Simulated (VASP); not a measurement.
# InAs (F-43m) in VASP: single point with PBE

Aim: the single point of InAs with PBE.

Everything below comes from runs of VASP 6.6.1. Logs are shortened: lines on timing, memory, paths and dates and some standing lists are left out, and cuts for length are marked.

### 1 The cell of the first run

It takes space group F-43m (No. 216, cubic). The conventional cell has a = 6.048 Å, b = 6.048 Å, c = 6.048 Å, α = 90.00°, β = 90.00°, γ = 90.00°. In (site symmetry -43m) has 4 As at 2.62 Å within 3.5 Å. As (site symmetry -43m) has 4 In at 2.62 Å within 3.5 Å.

### 2 Single point, PBE

INCAR

```
ALGO     = Normal         # electronic algorithm
EDIFF    = 1E-6           # SCF threshold, eV
ENCUT    = 520            # plane-wave cutoff, eV
GGA      = PE             # functional
ISIF     = 2              # what is computed and relaxed
ISMEAR   = 0              # smearing method
LASPH    = T              # aspherical terms in the spheres
LCHARG   = F              # write CHGCAR
LREAL    = F              # projectors in reciprocal space
LWAVE    = F              # write WAVECAR
NBANDS   = 16             # bands
NELM     = 80             # most SCF steps
PREC     = Accurate       # precision mode
SIGMA    = 0.02           # smearing width, eV
```

KPOINTS

```
k-points
0
Gamma
  16 16 16
```

POSCAR

```
InAs
1.0
    0.0000000000      3.0240000000      3.0240000000
    3.0240000000      0.0000000000      3.0240000000
    3.0240000000      3.0240000000      0.0000000000
In As
1 1
Direct
    0.0000000000      0.0000000000      0.0000000000
    0.7500000000      0.7500000000      0.7500000000
```

Potentials or basis: VASP PAW PBE potentials, release 64 (In_d, As).

Run with:

```console
cat potpaw_PBE.64/In_d/POTCAR potpaw_PBE.64/As/POTCAR > POTCAR
mpirun -np 1 vasp_std > vasp.out
```

OUTCAR:

```text
EDIFF = 1E-6
   ENCUT = 520
   GGA = PE
   ISIF = 2
   ISMEAR = 0
   LASPH = T
   LREAL = F
   NELM = 80
   PREC = Accurate

 ion  position               nearest neighbor table
   1  0.000  0.000  0.000-   2 2.62   2 2.62   2 2.62   2 2.62
   2  0.750  0.750  0.750-   1 2.62   1 2.62   1 2.62   1 2.62

  LATTYP: Found a face centered cubic cell.
 ALAT       =     6.0480000000

  Lattice vectors:

 A1 = (   0.0000000000,   3.0240000000,   3.0240000000)
 A2 = (   3.0240000000,   0.0000000000,   3.0240000000)
 A3 = (   3.0240000000,   3.0240000000,   0.0000000000)

Analysis of symmetry for initial positions (statically):
=====================================================================
 Subroutine PRICEL returns:
 Original cell was already a primitive cell.

 Routine SETGRP: Setting up the symmetry group for a
 face centered cubic supercell.

 Subroutine GETGRP returns: Found 24 space group operations
 (whereof 24 operations were pure point group operations)
 out of a pool of 48 trial point group operations.

The static configuration has the point symmetry T_d .

Analysis of symmetry for dynamics (positions and initial velocities):
=====================================================================
 Subroutine PRICEL returns:
 Original cell was already a primitive cell.

 Routine SETGRP: Setting up the symmetry group for a
 face centered cubic supercell.

 Subroutine GETGRP returns: Found 24 space group operations
 (whereof 24 operations were pure point group operations)
 out of a pool of 48 trial point group operations.

The dynamic configuration has the point symmetry T_d .

 Subroutine INISYM returns: Found 24 space group operations
 (whereof 24 operations are pure point group operations),
 and found     1 'primitive' translations

----------------------------------------------------------------------------------------

                                     Primitive cell

  volume of cell :      55.3064

  direct lattice vectors                    reciprocal lattice vectors
     0.000000000  3.024000000  3.024000000    -0.165343915  0.165343915  0.165343915
     3.024000000  0.000000000  3.024000000     0.165343915 -0.165343915  0.165343915
     3.024000000  3.024000000  0.000000000     0.165343915  0.165343915 -0.165343915

  length of vectors
     4.276581813  4.276581813  4.276581813     0.286384062  0.286384062  0.286384062

  position of ions in fractional coordinates (direct lattice)
     0.000000000  0.000000000  0.000000000
     0.750000000  0.750000000  0.750000000

  ion indices of the primitive-cell ions
   primitive index   ion index
                 1           1
                 2           2

----------------------------------------------------------------------------------------

 KPOINTS: k-points

Automatic generation of k-mesh.
 Grid dimensions read from file:
 generate k-points for:   16   16   16

 Generating k-lattice:

  Cartesian coordinates                     Fractional coordinates (reciprocal lattice)
    -0.010333995  0.010333995  0.010333995     0.062500000  0.000000000  0.000000000
     0.010333995 -0.010333995  0.010333995     0.000000000  0.062500000  0.000000000
     0.010333995  0.010333995 -0.010333995     0.000000000  0.000000000  0.062500000

  Length of vectors
     0.017899004  0.017899004  0.017899004

  Shift w.r.t. Gamma in fractional coordinates (k-lattice)
     0.000000000  0.000000000  0.000000000

 Subroutine IBZKPT returns following result:
 ===========================================

 Found    145 irreducible k-points:

 Following reciprocal coordinates:
            Coordinates               Weight
  0.000000  0.000000  0.000000      1.000000
  0.062500  0.000000  0.000000      8.000000
  0.125000  0.000000  0.000000      8.000000
  0.187500  0.000000  0.000000      8.000000
  0.250000  0.000000  0.000000      8.000000
  0.312500  0.000000  0.000000      8.000000
[... 16 lines left out ...]
 -0.125000  0.062500  0.000000     24.000000
 -0.062500  0.062500  0.000000     12.000000
 [... further k-points ...]
   k-points           NKPTS =    145   k-points in BZ     NKDIM =    145   number of bands    NBANDS=     16
   number of dos      NEDOS =    301   number of ions     NIONS =      2
   total plane-waves  NPLWV =  32768
   dimension x,y,z NGX =    32 NGY =   32 NGZ =   32
   dimension x,y,z NGXF=    64 NGYF=   64 NGZF=   64
   ions per type =               1   1
   NGX,Y,Z   is equivalent  to a cutoff of  12.44, 12.44, 12.44 a.u.
   NGXF,Y,Z  is equivalent  to a cutoff of  24.88, 24.88, 24.88 a.u.
 SYSTEM =  unknown system
   PREC   = accura    normal or accurate (medium, high low for compatibility)
   ISTART =      0    job   : 0-new  1-cont  2-samecut
   ICHARG =      2    charge: 1-file 2-atom 10-const
   ISPIN  =      1    spin polarized calculation?
   LNONCOLLINEAR =      F non collinear calculations
   LSORBIT =      F    spin-orbit coupling
   LASPH  =      T    aspherical Exc in radial PAW
   ENCUT  =  520.0 eV  38.22 Ry    6.18 a.u.   7.95  7.95  7.95*2*pi/ulx,y,z
   NELM   =     80;   NELMIN=  2; NELMDL= -5     # of ELM steps
   EDIFF  = 0.1E-05   stopping-criterion for ELM
   LREAL  =      F    real-space projection
   EDIFFG = 0.1E-04   stopping-criterion for IOM
   NSW    =      0    number of steps for IOM
   IBRION =     -1    ionic relax: 0-MD 1-quasi-New 2-CG
   NFREE  =      0    steps in history (QN), initial steepest desc. (CG)
   ISIF   =      2    stress and relaxation
   ISYM   =      2    0-nonsym 1-usesym 2-fastsym
   POTIM  = 0.5000    time-step for ionic-motion
   TEBEG  =    0.0;   TEEND  =   0.0 temperature during run
   PSTRESS=    0.0 pullay stress
   NELECT =      18.0000    total number of electrons
   NUPDOWN=      -1.0000    fix difference up-down
   EMIN   =  10.00;   EMAX   =-10.00  energy-range for DOS
   EFERMI =   0.00;   METHOD = LEGACY
   ISMEAR =     0;   SIGMA  =   0.02  broadening in eV -4-tet -1-fermi 0-gaus
   EFERMI_NEDOS =   21; number of points for ismear=-14 and -15
   IALGO  =     38    algorithm
   IMIX   =      4    mixing-type and parameters
     AMIX     =   0.40;   BMIX     =  1.00
     AMIX_MAG =   1.60;   BMIX_MAG =  1.00
  volume/ion in A,a.u.               =      27.65       186.61
  Fermi-wavevector in a.u.,A,eV,Ry     =   1.126092  2.128005 17.253320  1.268083
  Thomas-Fermi vector in A             =   2.262772
   LORBIT       =      0    0 simple, 1 ext, 2 COOP (PROOUT), +10 PAW based schemes
   GGA     = PE    functional components
   LHFCALC =     F    Hartree Fock is set to
   AEXX    =    0.0000 exact exchange contribution
   IVDW    =     0    specifies the selected vdW correction
   LEPSILON=     F    determine dielectric tensor
   LRPA    =     F    only Hartree local field effects (RPA)
 non-spin polarized calculation
 Gauss-broadening in eV      SIGMA  =   0.02
  energy-cutoff  :      520.00
  volume of cell :       55.31
 maximum number of plane-waves:      1524
   NGX = 15   NGY = 15   NGZ = 15

 number of electron      17.9999990 magnetization

 Free energy of the ion-electron system (eV)
  ---------------------------------------------------
  ext. energy  EPLUGINS =         0.00000000
  ---------------------------------------------------
  free energy    TOTEN  =        -7.67391172 eV

  energy without entropy =       -7.67390418  energy(sigma->0) =       -7.67390795

 E-fermi :   4.5076     XC(G=0):  -9.0915

 val. band max:        4.5015132880   @ k =   0.0000   0.0000   0.0000
 cond. band min:       5.1306685272   @ k =   0.0625   0.0000   0.0000
 fundamental gap:      0.6291552392
 Fermi energy:         4.5076088765

 k-point     1 :       0.0000    0.0000    0.0000
  band No.  band energies     occupation
      1      -9.8880      2.00000
      2      -9.8880      2.00000
      3      -9.8880      2.00000
      4      -9.7624      2.00000
      5      -9.7624      2.00000
      6      -7.3565      2.00000
[... 8 lines left out ...]
     15      14.1822      0.00000
     16      14.1822      0.00000

 k-point     2 :       0.0625    0.0000    0.0000
  band No.  band energies     occupation
      1      -9.8933      2.00000
      2      -9.8865      2.00000
      3      -9.8865      2.00000
      4      -9.7625      2.00000
      5      -9.7625      2.00000
      6      -7.3156      2.00000
[... 8 lines left out ...]
     15      13.7792      0.00000
     16      13.7792      0.00000

 k-point     3 :       0.1250    0.0000    0.0000
  band No.  band energies     occupation
      1      -9.9081      2.00000
      2      -9.8822      2.00000
      3      -9.8822      2.00000
      4      -9.7625      2.00000
      5      -9.7625      2.00000
      6      -7.1952      2.00000
[... 8 lines left out ...]
     15      13.3062      0.00000
     16      13.3062      0.00000

 k-point     4 :       0.1875    0.0000    0.0000
  band No.  band energies     occupation
      1      -9.9293      2.00000
      2      -9.8761      2.00000
      3      -9.8761      2.00000
      4      -9.7622      2.00000
      5      -9.7622      2.00000
      6      -7.0032      2.00000
[... 8 lines left out ...]
     15      13.0407      0.00000
     16      13.0858      0.00000
[... 324 lines left out ...]
 k-point    22 :      -0.1875    0.0625    0.0000
  band No.  band energies     occupation
      1      -9.9413      2.00000
      2      -9.8741      2.00000
      3      -9.8703      2.00000
      4      -9.7645      2.00000
      5      -9.7598      2.00000
      6      -6.8923      2.00000
[... 8 lines left out ...]
     15      13.0021      0.00000
     16      13.6920      0.00000

 k-point    23 :      -0.1250    0.0625    0.0000
  band No.  band energies     occupation
      1      -9.9195      2.00000
      2      -9.8803      2.00000
      3      -9.8767      2.00000
      4      -9.7643      2.00000
      5      -9.7608      2.00000
      6      -7.1039      2.00000
[... 8 lines left out ...]
     15      13.0870      0.00000
     16      13.4327      0.00000

 k-point    24 :      -0.0625    0.0625    0.0000
  band No.  band energies     occupation
      1      -9.9025      2.00000
      2      -9.8848      2.00000
      3      -9.8824      2.00000
      4      -9.7635      2.00000
      5      -9.7616      2.00000
      6      -7.2481      2.00000
[... 8 lines left out ...]
     15      13.2034      0.00000
     16      13.6100      0.00000

 [... further k-points ...]

------------------------ aborting loop because EDIFF is reached ----------------------------------------

  FORCE on cell =-STRESS in cart. coord.  units (eV):
  Direction    XX          YY          ZZ          XY          YZ          ZX
  --------------------------------------------------------------------------------------
  -------------------------------------------------------------------------------------
  Total        1.3570547      1.3570547      1.3570547     -0.0000000      0.0000000      0.0000000
  in kB       39.3126737     39.3126737     39.3126737     -0.0000000      0.0000000      0.0000000
  external PRESSURE =      39.3126737 kB  Pullay stress =       0.0000000 kB

 VOLUME and BASIS-vectors are now :
 -----------------------------------------------------------------------------
  energy-cutoff  :      520.00
  volume of cell :       55.31
      direct lattice vectors                 reciprocal lattice vectors
     0.000000000  3.024000000  3.024000000    -0.165343915  0.165343915  0.165343915
     3.024000000  0.000000000  3.024000000     0.165343915 -0.165343915  0.165343915
     3.024000000  3.024000000  0.000000000     0.165343915  0.165343915 -0.165343915

 POSITION                                       TOTAL-FORCE (eV/Angst)
 -----------------------------------------------------------------------------------
      0.00000      0.00000      0.00000        -0.000000     -0.000000      0.000000
      4.53600      4.53600      4.53600         0.000000      0.000000      0.000000
 -----------------------------------------------------------------------------------
    total drift:                                0.000000      0.000000      0.000000

  FREE ENERGIE OF THE ION-ELECTRON SYSTEM (eV)
  ---------------------------------------------------
  free  energy   TOTEN  =        -7.6739117221 eV

  energy  without entropy=       -7.6739041806  energy(sigma->0) =       -7.67390795
```

Wall time 3 min (1 thread of Intel Xeon 8259CL, shared host); peak memory 0.25 GiB.

What came out:

```
Free energy            : -7.6739 eV
Pressure               : 3.9 GPa
Band gap on the k mesh : zero (filled and empty bands touch)
```

Levels at points of the mesh, in eV from the Fermi level:
```tsv
k point	band 7	band 8	band 9	band 10	band 11	band 12
(0.00, 0.00, 0.00)	-0.20	-0.01	-0.01	-0.01	3.90	3.90
(0.50, 0.00, 0.00)	-5.77	-0.99	-0.99	0.95	4.67	4.67
(0.50, 0.50, 0.00)	-5.84	-2.33	-2.33	1.54	2.06	9.17
```

Caveat: the cell stands under pressure; semilocal functionals underestimate gaps, so a narrow gap can read as zero; spin-orbit coupling is left out, which moves the levels of the heavy elements.
